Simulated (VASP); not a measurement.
Crystal: PbI2.

```xyz
3
Lattice="4.5657 0.0000 0.0000 -2.2829 3.9540 0.0000 0.0000 0.0000 7.0411" Properties=species:S:1:pos:R:3 pbc="T T T"
Pb    0.0000    0.0000    0.0000
I     0.0000    2.6360    1.8784
I     2.2829    1.3180    5.1627
```

Base run:

* Program: VASP 6.6.1
* Functional: r2SCAN
* Potentials or basis: VASP PAW PBE potentials, release 64 (Pb_d, I)
* Cutoff: 550 eV
* k mesh: 6 × 6 × 4
* Occupations: gaussian, width 0.01 eV
* Spin: no spin polarisation

Its results: band gap on the k mesh 2.62 eV; pressure 0.7 GPa; largest force 0.005 eV/Å.

The run is repeated on the same cell with these changes: functional from r2SCAN to HSE06; cutoff from 550 eV to 400 eV; k mesh from 6 × 6 × 4 to 6 × 6 × 2. What comes out?

Band gap on the k mesh 2.93 eV; pressure 0.7 GPa; largest force 0.077 eV/Å.

Several settings changed at once.

Caveats: some runs use coarse meshes; the PAW data sets were made with another functional, which shifts forces and pressure a little; spin-orbit coupling is left out, which moves the levels of the heavy elements; this functional lacks dispersion, which binds layers or chains, so the pressure and a relaxed spacing across them are unreliable (at least some runs).

A k mesh can miss the band edges.
